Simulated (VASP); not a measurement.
# Hf (Im-3m) in VASP: single point with PBE

Aim: the single point of Hf with PBE.

Program: VASP 6.6.1. These are calculated values, not measurements. Logs are shortened: lines on timing, memory, paths and dates and some standing lists are left out, and cuts for length are marked.

### 1 The cell of the first run

The structure is cubic, space group Im-3m (No. 229). Conventional cell: a = 3.541 Å, b = 3.541 Å, c = 3.541 Å, α = 90.00°, β = 90.00°, γ = 90.00°. Within 4.0 Å of Hf (site symmetry m-3m) lie 14 Hf at 3.07 to 3.54 Å.

This isn't the form of Hf at room conditions, which is hcp.

### 2 Single point, PBE, non-collinear spin, zero start, spin-orbit coupling (22.20 Å³/atom)

File INCAR:

```
SYSTEM = Hf
PREC = Accurate ; ENCUT = 520
EDIFF = 1E-6 ; ISMEAR = 0
SIGMA = 0.05 ; LREAL = .False.
LASPH = .True. ; NELM = 150
ALGO = Normal ; ISIF = 2
LWAVE = .False. ; LCHARG = .False.
MAGMOM = 0 0 0 ; LORBIT = 11
LSORBIT = .True. ; GGA_COMPAT = .False.
LORBMOM = .True. ; LMAXMIX = 4
GGA = PE ; NBANDS = 21
```

File KPOINTS:

```
Automatic mesh
0
Gamma
  16 16 16
  0 0 0
```

File POSCAR:

```
Hf
1.0
   -1.7705539125      1.7705539125      1.7705539125
    1.7705539125     -1.7705539125      1.7705539125
    1.7705539125      1.7705539125     -1.7705539125
Hf
1
Direct
    0.0000000000      0.0000000000      0.0000000000
```

Potentials or basis: VASP PAW PBE potentials, release 64 (Hf_pv).

Command:

```
$ cat potpaw_PBE.64/Hf_pv/POTCAR > POTCAR
$ mpirun -np 1 vasp_ncl > vasp.out
```

OUTCAR:

```text
SYSTEM = Hf
   PREC = Accurate
   ENCUT = 520
   EDIFF = 1E-6
   ISMEAR = 0
   LREAL = .False.
   LASPH = .True.
   NELM = 150
   ISIF = 2
   LORBIT = 11
   LSORBIT = .True.
   GGA = PE

 ion  position               nearest neighbor table
   1  0.000  0.000  0.000-

  LATTYP: Found a body centered cubic cell.
 ALAT       =     3.5411078250

  Lattice vectors:

 A1 = (  -1.7705539125,   1.7705539125,   1.7705539125)
 A2 = (   1.7705539125,  -1.7705539125,   1.7705539125)
 A3 = (   1.7705539125,   1.7705539125,  -1.7705539125)

Analysis of symmetry for initial positions (statically):
=====================================================================
 Subroutine PRICEL returns:
 Original cell was already a primitive cell.

 Routine SETGRP: Setting up the symmetry group for a
 body centered cubic supercell.

 Subroutine GETGRP returns: Found 48 space group operations
 (whereof 48 operations were pure point group operations)
 out of a pool of 48 trial point group operations.

The static configuration has the point symmetry O_h .

Analysis of symmetry for dynamics (positions and initial velocities):
=====================================================================
 Subroutine PRICEL returns:
 Original cell was already a primitive cell.

 Routine SETGRP: Setting up the symmetry group for a
 body centered cubic supercell.

 Subroutine GETGRP returns: Found 48 space group operations
 (whereof 48 operations were pure point group operations)
 out of a pool of 48 trial point group operations.

The dynamic configuration has the point symmetry O_h .

Analysis of structural, dynamic, and magnetic symmetry:
=====================================================================
 Subroutine PRICEL returns:
 Original cell was already a primitive cell.

 Routine SETGRP: Setting up the symmetry group for a
 body centered cubic supercell.

 Subroutine GETGRP returns: Found 48 space group operations
 (whereof 48 operations were pure point group operations)
 out of a pool of 48 trial point group operations.

The overall configuration has the point symmetry O_h .

 Subroutine INISYM returns: Found 48 space group operations
 (whereof 48 operations are pure point group operations),
 and found     1 'primitive' translations

----------------------------------------------------------------------------------------

                                     Primitive cell

  volume of cell :      22.2018

[... 150 lines left out ...]
      3     -22.9208      1.00000
      4     -22.9208      1.00000
      5     -22.9208      1.00000
      6     -22.9208      1.00000
[... 565 lines left out ...]
     20      15.6774      0.00000
     21      17.8826      0.00000

 [... further k-points ...]

------------------------ aborting loop because EDIFF is reached ----------------------------------------

  FORCE on cell =-STRESS in cart. coord.  units (eV):
  Direction    XX          YY          ZZ          XY          YZ          ZX
  --------------------------------------------------------------------------------------
  -------------------------------------------------------------------------------------
  Total       -0.0594903     -0.0594903     -0.0594903      0.0000000      0.0000000     -0.0000000
  in kB       -4.2930798     -4.2930798     -4.2930798      0.0000000      0.0000000     -0.0000000
  external PRESSURE =      -4.2930798 kB  Pullay stress =       0.0000000 kB

 VOLUME and BASIS-vectors are now :
 -----------------------------------------------------------------------------
  energy-cutoff  :      520.00
  volume of cell :       22.20
      direct lattice vectors                 reciprocal lattice vectors
    -1.770553913  1.770553913  1.770553913     0.000000000  0.282397501  0.282397501
     1.770553913 -1.770553913  1.770553913     0.282397501  0.000000000  0.282397501
     1.770553913  1.770553913 -1.770553913     0.282397501  0.282397501  0.000000000

 POSITION                                       TOTAL-FORCE (eV/Angst)
 -----------------------------------------------------------------------------------
      0.00000      0.00000      0.00000         0.000000      0.000000      0.000000
 -----------------------------------------------------------------------------------
    total drift:                               -0.000000      0.000000      0.000000

  FREE ENERGIE OF THE ION-ELECTRON SYSTEM (eV)
  ---------------------------------------------------
  free  energy   TOTEN  =       -10.4349102279 eV

  energy  without entropy=      -10.4333315647  energy(sigma->0) =      -10.43412090

 orbital moment (x)

 # of ion     p       d       tot
 ----------------------------------------
  1         0.000   0.000   0.000
 ----------------------------------------
            0.000   0.000   0.000

 orbital moment (y)

 # of ion     p       d       tot
 ----------------------------------------
  1         0.000   0.000   0.000
 ----------------------------------------
            0.000   0.000   0.000

 orbital moment (z)

 # of ion     p       d       tot
 ----------------------------------------
  1         0.000   0.000   0.000
 ----------------------------------------
            0.000   0.000   0.000

 Spin-Orbit-Coupling matrix elements

 Ion:    1  E_soc:     -1.3643364
 l=   1
     0.0000000    -0.2188798    -0.2188798
    -0.2188798     0.0000000    -0.2188798
    -0.2188798    -0.2188798     0.0000000
 l=   2
     0.0000000    -0.0014075     0.0000000    -0.0014075    -0.0071022
    -0.0014075     0.0000000    -0.0053266    -0.0014075    -0.0017755
     0.0000000    -0.0053266     0.0000000    -0.0053266     0.0000000
    -0.0014075    -0.0014075    -0.0053266     0.0000000    -0.0017755
    -0.0071022    -0.0017755     0.0000000    -0.0017755     0.0000000
 l=   3
     0.0000000     0.0000000     0.0000000     0.0000000     0.0000000     0.0000000     0.0000000
     0.0000000     0.0000000     0.0000000     0.0000000     0.0000000     0.0000000     0.0000000
     0.0000000     0.0000000     0.0000000     0.0000000     0.0000000     0.0000000     0.0000000
     0.0000000     0.0000000     0.0000000     0.0000000     0.0000000     0.0000000     0.0000000
     0.0000000     0.0000000     0.0000000     0.0000000     0.0000000     0.0000000     0.0000000
     0.0000000     0.0000000     0.0000000     0.0000000     0.0000000     0.0000000     0.0000000
     0.0000000     0.0000000     0.0000000     0.0000000     0.0000000     0.0000000     0.0000000

 total charge

# of ion       s       p       d       tot
------------------------------------------
    1        0.384   6.413   1.606   8.403

 magnetization (x)

# of ion       s       p       d       tot
------------------------------------------
    1       -0.000  -0.000   0.000  -0.000

 magnetization (y)

# of ion       s       p       d       tot
------------------------------------------
    1       -0.000  -0.000   0.000  -0.000

 magnetization (z)

# of ion       s       p       d       tot
------------------------------------------
    1        0.000  -0.000  -0.000  -0.000
```

It took 4.7 min on 1 thread of Intel Xeon 8259CL, shared host; peak memory 0.23 GiB.

What came out:

```
Free energy                                           : -10.4349 eV
Pressure                                              : -0.4 GPa
Net moment                                            : 0.00 μB per cell
Valence electrons inside the program's atomic spheres : Hf 8.40
```

Moments on the atoms (μB; x, y, z):
```
Hf  0.00 0.00 0.00
```
